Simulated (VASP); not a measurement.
# PbSe (Fm-3m) in VASP: a series of runs, part 2 of 2

VASP 6.6.1.

## Step 4: Single point, PBEsol, non-collinear spin, zero start, spin-orbit coupling

This run uses another cell than the first one, of 28.84 Å³/atom, 1.015 times its volume.

INCAR

```
ALGO     = Normal         # electronic algorithm
EDIFF    = 1E-6           # SCF threshold, eV
ENCUT    = 520            # plane-wave cutoff, eV
GGA      = PS             # functional
GGA_COMPAT= False        
ISIF     = 2              # what is computed and relaxed
ISMEAR   = -1             # smearing method
LASPH    = True           # aspherical terms in the spheres
LCHARG   = True           # write CHGCAR
LORBIT   = 11             # projections on sites
LORBMOM  = True         
LREAL    = False          # projectors in reciprocal space
LSORBIT  = True           # spin-orbit coupling
LVHAR    = True         
LWAVE    = False          # write WAVECAR
MAGMOM   = 0 0 0 0 0 0    # initial moments
NBANDS   = 32             # bands
NELM     = 150            # most SCF steps
PREC     = Accurate       # precision mode
SIGMA    = 0.01           # smearing width, eV
```

KPOINTS

```
k-points
0
Gamma
  12 12 12
```

POSCAR

```
PbSe
1.0
    0.0000000000      3.0667313369      3.0667313369
    3.0667313369      0.0000000000      3.0667313369
    3.0667313369      3.0667313369      0.0000000000
Pb Se
1 1
Direct
    0.0000000000      0.0000000000      0.0000000000
    0.5000000000      0.5000000000      0.5000000000
```

Potentials or basis: VASP PAW PBE potentials, release 64 (Pb_d, Se).

On the command line:

```bash
> cat potpaw_PBE.64/Pb_d/POTCAR potpaw_PBE.64/Se/POTCAR > POTCAR
> mpirun -np 1 vasp_ncl > vasp.out
```

OUTCAR:

```text
EDIFF = 1E-6
   ENCUT = 520
   GGA = PS
   ISIF = 2
   ISMEAR = -1
   LASPH = True
   LORBIT = 11
   LREAL = False
   LSORBIT = True
   NELM = 150
   PREC = Accurate

 ion  position               nearest neighbor table
   1  0.000  0.000  0.000-   2 3.07   2 3.07   2 3.07   2 3.07   2 3.07   2 3.07
   2  0.500  0.500  0.500-   1 3.07   1 3.07   1 3.07   1 3.07   1 3.07   1 3.07

  LATTYP: Found a face centered cubic cell.
 ALAT       =     6.1334626738

  Lattice vectors:

 A1 = (   0.0000000000,   3.0667313369,   3.0667313369)
 A2 = (   3.0667313369,   0.0000000000,   3.0667313369)
 A3 = (   3.0667313369,   3.0667313369,   0.0000000000)

Analysis of symmetry for initial positions (statically):
=====================================================================
 Subroutine PRICEL returns:
 Original cell was already a primitive cell.

 Routine SETGRP: Setting up the symmetry group for a
 face centered cubic supercell.

 Subroutine GETGRP returns: Found 48 space group operations
 (whereof 48 operations were pure point group operations)
 out of a pool of 48 trial point group operations.

The static configuration has the point symmetry O_h .

Analysis of symmetry for dynamics (positions and initial velocities):
=====================================================================
 Subroutine PRICEL returns:
 Original cell was already a primitive cell.

 Routine SETGRP: Setting up the symmetry group for a
 face centered cubic supercell.

 Subroutine GETGRP returns: Found 48 space group operations
 (whereof 48 operations were pure point group operations)
 out of a pool of 48 trial point group operations.

The dynamic configuration has the point symmetry O_h .

Analysis of structural, dynamic, and magnetic symmetry:
=====================================================================
 Subroutine PRICEL returns:
 Original cell was already a primitive cell.

 Routine SETGRP: Setting up the symmetry group for a
 face centered cubic supercell.

 Subroutine GETGRP returns: Found 48 space group operations
 (whereof 48 operations were pure point group operations)
 out of a pool of 48 trial point group operations.

The overall configuration has the point symmetry O_h .

 Subroutine INISYM returns: Found 48 space group operations
 (whereof 48 operations are pure point group operations),
 and found     1 'primitive' translations

----------------------------------------------------------------------------------------

                                     Primitive cell

  volume of cell :      57.6842

  direct lattice vectors                    reciprocal lattice vectors
     0.000000000  3.066731337  3.066731337    -0.163040040  0.163040040  0.163040040
     3.066731337  0.000000000  3.066731337     0.163040040 -0.163040040  0.163040040
     3.066731337  3.066731337  0.000000000     0.163040040  0.163040040 -0.163040040

  length of vectors
     4.337013049  4.337013049  4.337013049     0.282393633  0.282393633  0.282393633
[... 146 lines left out ...]
      5     -10.8039      1.00000
      6     -10.8039      1.00000
[... 829 lines left out ...]
     31      14.2013      0.00000
     32      14.2013      0.00000

 [... further k-points ...]
[... 5 lines left out ...]
  --------------------------------------------------------------------------------------
  -------------------------------------------------------------------------------------
  Total       -0.3710423     -0.3710423     -0.3710423      0.0000000      0.0000000      0.0000000
  in kB      -10.3056850    -10.3056850    -10.3056850      0.0000000      0.0000000      0.0000000
  external PRESSURE =     -10.3056850 kB  Pullay stress =       0.0000000 kB

 VOLUME and BASIS-vectors are now :
 -----------------------------------------------------------------------------
  energy-cutoff  :      520.00
  volume of cell :       57.68
      direct lattice vectors                 reciprocal lattice vectors
     0.000000000  3.066731337  3.066731337    -0.163040040  0.163040040  0.163040040
     3.066731337  0.000000000  3.066731337     0.163040040 -0.163040040  0.163040040
     3.066731337  3.066731337  0.000000000     0.163040040  0.163040040 -0.163040040

 POSITION                                       TOTAL-FORCE (eV/Angst)
 -----------------------------------------------------------------------------------
      0.00000      0.00000      0.00000        -0.000000      0.000000      0.000000
      3.06673      3.06673      3.06673         0.000000     -0.000000     -0.000000
 -----------------------------------------------------------------------------------
    total drift:                                0.000000     -0.000000     -0.000000

  FREE ENERGIE OF THE ION-ELECTRON SYSTEM (eV)
  ---------------------------------------------------
  free  energy   TOTEN  =        -9.3430684739 eV

  energy  without entropy=       -9.3430680605  energy(sigma->0) =       -9.34306827

 orbital moment (x)

 # of ion     p       d       tot
 ----------------------------------------
  1         0.000   0.000   0.000
  2         0.000   0.000   0.000
 ----------------------------------------
            0.000   0.000   0.000

 orbital moment (y)

 # of ion     p       d       tot
 ----------------------------------------
  1        -0.000  -0.000  -0.000
  2         0.000  -0.000  -0.000
 ----------------------------------------
           -0.000  -0.000  -0.000

 orbital moment (z)

 # of ion     p       d       tot
 ----------------------------------------
  1         0.000   0.000   0.000
  2         0.000   0.000   0.000
 ----------------------------------------
            0.000   0.000   0.000

 Spin-Orbit-Coupling matrix elements

 Ion:    1  E_soc:     -0.8507337
 l=   1
     0.0000000    -0.0746167    -0.0746167
    -0.0746167     0.0000000    -0.0746167
    -0.0746167    -0.0746167     0.0000000
 l=   2
     0.0000000    -0.0134903     0.0000000    -0.0134903    -0.0536819
    -0.0134903     0.0000000    -0.0402615    -0.0134903    -0.0134205
     0.0000000    -0.0402615     0.0000000    -0.0402615     0.0000000
    -0.0134903    -0.0134903    -0.0402615     0.0000000    -0.0134205
    -0.0536819    -0.0134205     0.0000000    -0.0134205     0.0000000
 l=   3
     0.0000000     0.0000000     0.0000000     0.0000000     0.0000000     0.0000000     0.0000000
     0.0000000     0.0000000     0.0000000     0.0000000     0.0000000     0.0000000     0.0000000
     0.0000000     0.0000000     0.0000000     0.0000000     0.0000000     0.0000000     0.0000000
     0.0000000     0.0000000     0.0000000     0.0000000     0.0000000     0.0000000     0.0000000
     0.0000000     0.0000000     0.0000000     0.0000000     0.0000000     0.0000000     0.0000000
     0.0000000     0.0000000     0.0000000     0.0000000     0.0000000     0.0000000     0.0000000
     0.0000000     0.0000000     0.0000000     0.0000000     0.0000000     0.0000000     0.0000000

 Ion:    2  E_soc:     -0.0500201
 l=   1
     0.0000000    -0.0083533    -0.0083533
    -0.0083533     0.0000000    -0.0083533
    -0.0083533    -0.0083533     0.0000000
 l=   2
     0.0000000    -0.0000020     0.0000000    -0.0000020     0.0000187
    -0.0000020     0.0000000     0.0000140    -0.0000020     0.0000047
     0.0000000     0.0000140     0.0000000     0.0000140     0.0000000
    -0.0000020    -0.0000020     0.0000140     0.0000000     0.0000047
     0.0000187     0.0000047     0.0000000     0.0000047     0.0000000
 l=   3
     0.0000000     0.0000000     0.0000000     0.0000000     0.0000000     0.0000000     0.0000000
     0.0000000     0.0000000     0.0000000     0.0000000     0.0000000     0.0000000     0.0000000
     0.0000000     0.0000000     0.0000000     0.0000000     0.0000000     0.0000000     0.0000000
     0.0000000     0.0000000     0.0000000     0.0000000     0.0000000     0.0000000     0.0000000
     0.0000000     0.0000000     0.0000000     0.0000000     0.0000000     0.0000000     0.0000000
     0.0000000     0.0000000     0.0000000     0.0000000     0.0000000     0.0000000     0.0000000
     0.0000000     0.0000000     0.0000000     0.0000000     0.0000000     0.0000000     0.0000000

 total charge

# of ion       s       p       d       tot
------------------------------------------
    1        1.453   0.563   9.839  11.855
    2        1.473   2.298   0.018   3.788
--------------------------------------------------
tot          2.926   2.861   9.856  15.643

 magnetization (x)

# of ion       s       p       d       tot
------------------------------------------
    1        0.000   0.000   0.000   0.000
    2        0.000  -0.000  -0.000   0.000
--------------------------------------------------
tot          0.000   0.000   0.000   0.000

 magnetization (y)

# of ion       s       p       d       tot
------------------------------------------
    1        0.000   0.000   0.000   0.000
    2        0.000   0.000  -0.000   0.000
--------------------------------------------------
tot          0.000   0.000   0.000   0.000

 magnetization (z)

# of ion       s       p       d       tot
------------------------------------------
    1        0.000   0.000   0.000   0.000
    2        0.000   0.000   0.000   0.000
--------------------------------------------------
tot          0.000   0.000   0.000   0.000
```

It took 4.8 min on 1 thread of Intel Xeon 6975P-C, shared host; peak memory 0.43 GiB.

Results:

```
Free energy                                           : -9.3431 eV
Pressure                                              : -1.0 GPa
Net moment                                            : 0.00 μB per cell
Valence electrons inside the program's atomic spheres : Pb 11.86; Se 3.79
```

Moments on the atoms (μB; x, y, z):
```
Pb  0.00 0.00 0.00
Se  0.00 0.00 0.00
```

Caveat: the PAW data sets were made with another functional, which shifts forces and pressure a little.
